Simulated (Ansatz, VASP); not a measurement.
# One calculation of Mg5O, two programs

```
Mg O
1.0
     7.11857    0.00000    0.00000
    -3.55929    6.16486    0.00000
     0.00000    0.00000    2.91083
Mg O
5 1
Direct
  0.00000 0.23473 0.00000
  0.76527 0.76527 0.00000
  0.23473 0.00000 0.00000
  0.66667 0.33333 0.50000
  0.33333 0.66667 0.50000
  0.00000 0.00000 0.50000
```

Change from the starting cell: species swapped into the MgCd5 type (P-62m, No. 189).

Alike in both runs: functional PBE; k mesh 6 × 6 × 12; occupations gaussian, width 0.1 eV; no spin polarisation.

Ansatz relaxed the structure, and its values are those at the end. VASP's run is a single point on that final structure, the one shown.

|  | VASP | Ansatz |
| --- | --- | --- |
| version | VASP 6.6.1 | Ansatz 0.2.0 |
| potentials or method | VASP PAW PBE potentials, release 64 (Mg, O), cutoff 520 eV | scalar-relativistic, plane waves, PAW |
| valence electrons in the cell | 16 | 56 |

```csv
,VASP,Ansatz,Ansatz less VASP
gap on the k mesh at the Fermi level (eV),none,none,-
pressure (GPa),-0.1,0.0,+0.15
rms of the force components (eV/Å),0.004,0.000,-0.0041
```

A gap of «none» marks a metal or a gap that the smearing closes. VASP's potentials hold 16 valence electrons a cell and Ansatz's 56, so a difference there can come from the potentials and not from the codes.
